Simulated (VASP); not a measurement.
# SnO (I-4m2) in VASP: single point with PBE

Aim: the single point of SnO with PBE.

All numbers are computed with VASP 6.6.1; they aren't measurements. Logs are shortened: lines on timing, memory, paths and dates and some standing lists are left out, and cuts for length are marked.

## 1. The cell of the first run

Symmetry: I-4m2, No. 119, tetragonal system. Conventional cell: a = 3.830 Å, b = 3.830 Å, c = 5.146 Å, α = 90.00°, β = 90.00°, γ = 90.00°. Within 3.0 Å of Sn (site symmetry -4m2) lie 4 O at 2.31 Å. Within 3.0 Å of O (site symmetry -4m2) lie 4 Sn at 2.31 Å.

## 2. Single point, PBE (uniaxial z strain -5.0%)

The input, INCAR:

```
SYSTEM = SnO
  PREC = Accurate
  ENCUT = 520
  EDIFF = 1E-7
  ISMEAR = -1
  SIGMA = 0.02
  LREAL = .FALSE.
  LASPH = .TRUE.
  NELM = 80
  ALGO = Normal
  ISIF = 2
  LWAVE = .FALSE.
  LCHARG = .FALSE.
  GGA = PE
  NBANDS = 17
```

The input, KPOINTS:

```
regular mesh
0
G
  8 8 8
  0 0 0
```

The input, POSCAR:

```
SnO
1.0
    0.0000000000      2.7082147176      2.5730748032
    2.7082147176      0.0000000000      2.5730748032
    2.7082147176      2.7082147176      0.0000000000
Sn O
1 1
Direct
    0.0000000000      0.0000000000      0.0000000000
    0.2500000000      0.2500000000      0.2500000000
```

Potentials or basis: VASP PAW PBE potentials, release 64 (Sn_d, O).

The run is started by

```bash
$ cat potpaw_PBE.64/Sn_d/POTCAR potpaw_PBE.64/O/POTCAR > POTCAR
$ mpirun -np 1 vasp_std > vasp.out
```

OUTCAR:

```text
SYSTEM = SnO
   PREC = Accurate
   ENCUT = 520
   EDIFF = 1E-7
   ISMEAR = -1
   LREAL = .FALSE.
   LASPH = .TRUE.
   NELM = 80
   ISIF = 2
   GGA = PE

 ion  position               nearest neighbor table
   1  0.000  0.000  0.000-   2 2.31   2 2.31   2 2.31   2 2.31
   2  0.250  0.250  0.250-   1 2.31   1 2.31   1 2.31   1 2.31

  LATTYP: Found a body centered tetragonal cell.
 ALAT       =     3.8299939834
 C/A-ratio  =     1.3436443056

  Lattice vectors:

 A1 = (   0.0000000000,  -2.7082147176,  -2.5730748032)
 A2 = (   0.0000000000,   2.7082147176,  -2.5730748032)
 A3 = (   2.7082147176,   0.0000000000,   2.5730748032)

Analysis of symmetry for initial positions (statically):
=====================================================================
 Subroutine PRICEL returns:
 Original cell was already a primitive cell.

 Routine SETGRP: Setting up the symmetry group for a
 body centered tetragonal supercell.

 Subroutine GETGRP returns: Found  8 space group operations
 (whereof  8 operations were pure point group operations)
 out of a pool of 16 trial point group operations.

The static configuration has the point symmetry D_2d.

Analysis of symmetry for dynamics (positions and initial velocities):
=====================================================================
 Subroutine PRICEL returns:
 Original cell was already a primitive cell.

 Routine SETGRP: Setting up the symmetry group for a
 body centered tetragonal supercell.

 Subroutine GETGRP returns: Found  8 space group operations
 (whereof  8 operations were pure point group operations)
 out of a pool of 16 trial point group operations.

The dynamic configuration has the point symmetry D_2d.

 Subroutine INISYM returns: Found  8 space group operations
 (whereof  8 operations are pure point group operations),
 and found     1 'primitive' translations

----------------------------------------------------------------------------------------

                                     Primitive cell

  volume of cell :      37.7441

  direct lattice vectors                    reciprocal lattice vectors
     0.000000000  2.708214718  2.573074803    -0.184623470  0.184623470  0.194320041
     2.708214718  0.000000000  2.573074803     0.184623470 -0.184623470  0.194320041
     2.708214718  2.708214718  0.000000000     0.184623470  0.184623470 -0.194320041

  length of vectors
     3.735658028  3.735658028  3.829993983     0.325471857  0.325471857  0.325471857

  position of ions in fractional coordinates (direct lattice)
     0.000000000  0.000000000  0.000000000
     0.250000000  0.250000000  0.250000000

  ion indices of the primitive-cell ions
   primitive index   ion index
                 1           1
                 2           2

----------------------------------------------------------------------------------------

 KPOINTS: regular mesh

Automatic generation of k-mesh.
 Grid dimensions read from file:
 generate k-points for:    8    8    8

 Generating k-lattice:

  Cartesian coordinates                     Fractional coordinates (reciprocal lattice)
    -0.023077934  0.023077934  0.024290005     0.125000000  0.000000000  0.000000000
     0.023077934 -0.023077934  0.024290005     0.000000000  0.125000000  0.000000000
     0.023077934  0.023077934 -0.024290005     0.000000000  0.000000000  0.125000000

  Length of vectors
     0.040683982  0.040683982  0.040683982

  Shift w.r.t. Gamma in fractional coordinates (k-lattice)
     0.000000000  0.000000000  0.000000000

 Subroutine IBZKPT returns following result:
 ===========================================

 Found     59 irreducible k-points:

 Following reciprocal coordinates:
            Coordinates               Weight
  0.000000  0.000000  0.000000      1.000000
  0.125000  0.000000  0.000000      8.000000
  0.250000  0.000000  0.000000      8.000000
  0.375000  0.000000  0.000000      8.000000
  0.500000  0.000000  0.000000      4.000000
  0.125000  0.125000  0.000000      2.000000
[... 16 lines left out ...]
  0.250000  0.000000  0.125000     16.000000
  0.375000  0.000000  0.125000     16.000000
 [... further k-points ...]
   k-points           NKPTS =     59   k-points in BZ     NKDIM =     59   number of bands    NBANDS=     17
   number of dos      NEDOS =    301   number of ions     NIONS =      2
   total plane-waves  NPLWV =  21952
   dimension x,y,z NGX =    28 NGY =   28 NGZ =   28
   dimension x,y,z NGXF=    56 NGYF=   56 NGZF=   56
   ions per type =               1   1
   NGX,Y,Z   is equivalent  to a cutoff of  12.46, 12.46, 12.15 a.u.
   NGXF,Y,Z  is equivalent  to a cutoff of  24.92, 24.92, 24.31 a.u.
 SYSTEM =  SnO
   PREC   = accura    normal or accurate (medium, high low for compatibility)
   ISTART =      0    job   : 0-new  1-cont  2-samecut
   ICHARG =      2    charge: 1-file 2-atom 10-const
   ISPIN  =      1    spin polarized calculation?
   LNONCOLLINEAR =      F non collinear calculations
   LSORBIT =      F    spin-orbit coupling
   LASPH  =      T    aspherical Exc in radial PAW
   ENCUT  =  520.0 eV  38.22 Ry    6.18 a.u.   6.95  6.95  7.12*2*pi/ulx,y,z
   NELM   =     80;   NELMIN=  2; NELMDL= -5     # of ELM steps
   EDIFF  = 0.1E-06   stopping-criterion for ELM
   LREAL  =      F    real-space projection
   EDIFFG = 0.1E-05   stopping-criterion for IOM
   NSW    =      0    number of steps for IOM
   IBRION =     -1    ionic relax: 0-MD 1-quasi-New 2-CG
   NFREE  =      0    steps in history (QN), initial steepest desc. (CG)
   ISIF   =      2    stress and relaxation
   ISYM   =      2    0-nonsym 1-usesym 2-fastsym
   POTIM  = 0.5000    time-step for ionic-motion
   TEBEG  =    0.0;   TEEND  =   0.0 temperature during run
   PSTRESS=    0.0 pullay stress
   NELECT =      20.0000    total number of electrons
   NUPDOWN=      -1.0000    fix difference up-down
   EMIN   =  10.00;   EMAX   =-10.00  energy-range for DOS
   EFERMI =   0.00;   METHOD = LEGACY
   ISMEAR =    -1;   SIGMA  =   0.02  broadening in eV -4-tet -1-fermi 0-gaus
   EFERMI_NEDOS =   21; number of points for ismear=-14 and -15
   IALGO  =     38    algorithm
   IMIX   =      4    mixing-type and parameters
     AMIX     =   0.40;   BMIX     =  1.00
     AMIX_MAG =   1.60;   BMIX_MAG =  1.00
  volume/ion in A,a.u.               =      18.87       127.35
  Fermi-wavevector in a.u.,A,eV,Ry     =   1.324754  2.503422 23.877866  1.754974
  Thomas-Fermi vector in A             =   2.454266
   LORBIT       =      0    0 simple, 1 ext, 2 COOP (PROOUT), +10 PAW based schemes
   GGA     = PE    functional components
[... 5 lines left out ...]
 non-spin polarized calculation
  energy-cutoff  :      520.00
  volume of cell :       37.74
 maximum number of plane-waves:      1034
   NGX = 13   NGY = 13   NGZ = 15

 number of electron      19.9999994 magnetization

 Free energy of the ion-electron system (eV)
  ---------------------------------------------------
  ext. energy  EPLUGINS =         0.00000000
  ---------------------------------------------------
  free energy    TOTEN  =       -10.39458332 eV

  energy without entropy =      -10.39389656  energy(sigma->0) =      -10.39423994

 E-fermi :   6.7728     XC(G=0):  -9.9270

 val. band max:        6.7657812479   @ k =  -0.3750   0.1250   0.5000
 cond. band min:       6.8156335258   @ k =  -0.1250   0.5000   0.3750
 fundamental gap:      0.0498522779
 Fermi energy:         6.7728207531

 k-point     1 :       0.0000    0.0000    0.0000
  band No.  band energies     occupation
      1     -15.1190      2.00000
      2     -15.1190      2.00000
      3     -15.0998      2.00000
      4     -15.0564      2.00000
      5     -15.0525      2.00000
      6     -12.6744      2.00000
[... 9 lines left out ...]
     16      18.0112      0.00000
     17      19.0439      0.00000

 k-point     2 :       0.1250    0.0000    0.0000
  band No.  band energies     occupation
      1     -15.1420      2.00000
      2     -15.1132      2.00000
      3     -15.0996      2.00000
      4     -15.0553      2.00000
      5     -15.0526      2.00000
      6     -12.5723      2.00000
[... 9 lines left out ...]
     16      17.7715      0.00000
     17      18.4193      0.00000

 k-point     3 :       0.2500    0.0000    0.0000
  band No.  band energies     occupation
      1     -15.2042      2.00000
      2     -15.1040      2.00000
      3     -15.0920      2.00000
      4     -15.0495      2.00000
      5     -15.0476      2.00000
      6     -12.3187      2.00000
[... 9 lines left out ...]
     16      17.7163      0.00000
     17      19.7435      0.00000

 k-point     4 :       0.3750    0.0000    0.0000
  band No.  band energies     occupation
      1     -15.2627      2.00000
      2     -15.1015      2.00000
      3     -15.0900      2.00000
      4     -15.0399      2.00000
      5     -15.0331      2.00000
      6     -12.0514      2.00000
[... 9 lines left out ...]
     16      17.9030      0.00000
     17      19.9927      0.00000

 k-point     5 :       0.5000    0.0000    0.0000
  band No.  band energies     occupation
      1     -15.2859      2.00000
      2     -15.1019      2.00000
      3     -15.0906      2.00000
      4     -15.0343      2.00000
      5     -15.0257      2.00000
      6     -11.9356      2.00000
[... 9 lines left out ...]
     16      18.1797      0.00000
     17      19.6543      0.00000

 k-point     6 :       0.1250    0.1250    0.0000
  band No.  band energies     occupation
      1     -15.1465      2.00000
      2     -15.1068      2.00000
      3     -15.1068      2.00000
      4     -15.0580      2.00000
      5     -15.0515      2.00000
      6     -12.5312      2.00000
[... 9 lines left out ...]
     16      18.9204      0.00000
     17      18.9204      0.00000
[... 281 lines left out ...]
 k-point    21 :       0.5000    0.5000    0.0000
  band No.  band energies     occupation
      1     -15.3690      2.00000
      2     -15.0952      2.00000
      3     -15.0332      2.00000
      4     -15.0332      2.00000
      5     -15.0233      2.00000
      6     -11.6884      2.00000
[... 9 lines left out ...]
     16      22.3971      0.00000
     17      23.0998      0.00000

 k-point    22 :       0.1250    0.0000    0.1250
  band No.  band energies     occupation
      1     -15.1607      2.00000
      2     -15.1061      2.00000
      3     -15.0905      2.00000
      4     -15.0593      2.00000
      5     -15.0496      2.00000
      6     -12.5436      2.00000
[... 9 lines left out ...]
     16      18.7830      0.00000
     17      19.7640      0.00000

 k-point    23 :       0.2500    0.0000    0.1250
  band No.  band energies     occupation
      1     -15.2084      2.00000
      2     -15.0956      2.00000
      3     -15.0837      2.00000
      4     -15.0599      2.00000
      5     -15.0447      2.00000
      6     -12.3454      2.00000
[... 9 lines left out ...]
     16      19.1047      0.00000
     17      19.9383      0.00000

 k-point    24 :       0.3750    0.0000    0.1250
  band No.  band energies     occupation
      1     -15.2600      2.00000
      2     -15.0948      2.00000
      3     -15.0818      2.00000
      4     -15.0505      2.00000
      5     -15.0354      2.00000
      6     -12.0822      2.00000
[... 9 lines left out ...]
     16      18.9259      0.00000
     17      20.3896      0.00000

 [... further k-points ...]
[... 5 lines left out ...]
  --------------------------------------------------------------------------------------
  -------------------------------------------------------------------------------------
  Total        1.3492152      1.3492152      1.3004204      0.0000000     -0.0000000      0.0000000
  in kB       57.2721136     57.2721136     55.2008508      0.0000000     -0.0000000      0.0000000
  external PRESSURE =      56.5816927 kB  Pullay stress =       0.0000000 kB

 VOLUME and BASIS-vectors are now :
 -----------------------------------------------------------------------------
  energy-cutoff  :      520.00
  volume of cell :       37.74
      direct lattice vectors                 reciprocal lattice vectors
     0.000000000  2.708214718  2.573074803    -0.184623470  0.184623470  0.194320041
     2.708214718  0.000000000  2.573074803     0.184623470 -0.184623470  0.194320041
     2.708214718  2.708214718  0.000000000     0.184623470  0.184623470 -0.194320041

 POSITION                                       TOTAL-FORCE (eV/Angst)
 -----------------------------------------------------------------------------------
      0.00000      0.00000      0.00000        -0.000000      0.000000     -0.000000
      1.35411      1.35411      1.28654         0.000000     -0.000000      0.000000
 -----------------------------------------------------------------------------------
    total drift:                               -0.000001     -0.000001      0.000001

  FREE ENERGIE OF THE ION-ELECTRON SYSTEM (eV)
  ---------------------------------------------------
  free  energy   TOTEN  =       -10.3945833164 eV

  energy  without entropy=      -10.3938965634  energy(sigma->0) =      -10.39423994
```

Run time: 15 s. Hardware: 1 thread of Intel Xeon 6975P-C (Granite Rapids), shared host; peak memory 0.17 GiB.

Results:

```yaml
Free_energy: -10.3946 eV
Pressure: 5.7 GPa
Band_gap_on_the_k_mesh: zero (band 10 reaches 6.88 eV, above the bottom of band 11 at 6.50 eV)
```

Stress tensor (GPa, compression positive):
```
5.73 0.00 0.00
0.00 5.73 0.00
0.00 0.00 5.52
```

Caveat: the cell differs from its parent crystal (uniaxial z strain -5.0%); spin-orbit coupling is left out, which moves the levels of the heavy elements.
